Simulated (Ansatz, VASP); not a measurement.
## TePd: VASP beside Ansatz

File INCAR:

```
SYSTEM = TePd
ALGO = Normal
EDIFF = 1E-6
ENCUT = 520
ISIF = 2
ISMEAR = -1
LASPH = .True.
LCHARG = .False.
LREAL = .False.
LWAVE = .False.
NBANDS = 15
NELM = 100
PREC = Accurate
SIGMA = 0.1
```

The input KPOINTS:

```
k-points
0
Gamma
  12 12 12
  0 0 0
```

POSCAR

```
TePd
1.0
    0.0000000000      2.7363044718      2.7363044718
    2.7363044718      0.0000000000      2.7363044718
    2.7363044718      2.7363044718      0.0000000000
Pd Te
1 1
Direct
    0.0000000000      0.0000000000      0.0000000000
    0.2500000000      0.2500000000      0.2500000000
```

Input for Ansatz:

```yaml
crystal:
  lattice:
    - [0.0, 2.7363044718, 2.7363044718]
    - [2.7363044718, 0.0, 2.7363044718]
    - [2.7363044718, 2.7363044718, 0.0]
  atoms:
    - { symbol: Pd, position: [0.0, 0.0, 0.0] }
    - { symbol: Te, position: [0.25, 0.25, 0.25] }
kpoints:
  mp_grid: { grid: [12, 12, 12] }
scf:
  occupations: { method: fermi_dirac, width: 0.1 }
hamiltonian:
  xc: lda
  pseudopotentials: { kind: paw }
output:
  forces: true
  stress: true
  eigenvalues: true
  populations: true
```

Change from the starting cell: volume scaled by 0.8, PAW files.

Alike in both runs: task single point; functional LDA; k mesh 12 × 12 × 12; occupations fermi-dirac, width 0.1 eV; no spin polarisation.

|  | VASP | Ansatz |
| --- | --- | --- |
| version | VASP 6.6.1 | Ansatz 0.2.0 |
| potentials or method | VASP PAW LDA potentials, release 64 (Pd, Te) | PAW with Ansatz's default frozen-core files, scalar-relativistic |
| plane-wave cutoff (eV) | 520 | 420 |
| valence electrons in the cell | 16 | 34 |

|  | VASP | Ansatz | Ansatz less VASP |
| --- | --- | --- | --- |
| pressure (GPa) | 34.5 | 34.5 | +0.01 |

LDA's correlation is that of Perdew and Zunger in VASP and of Perdew and Wang (1992) in Ansatz. Both programs put the cell under a high pressure, so it lies far from rest at this level. VASP's potentials hold 16 valence electrons a cell and Ansatz's 34, so a difference there can come from the potentials and not from the codes.

Neither program's run includes spin-orbit coupling.
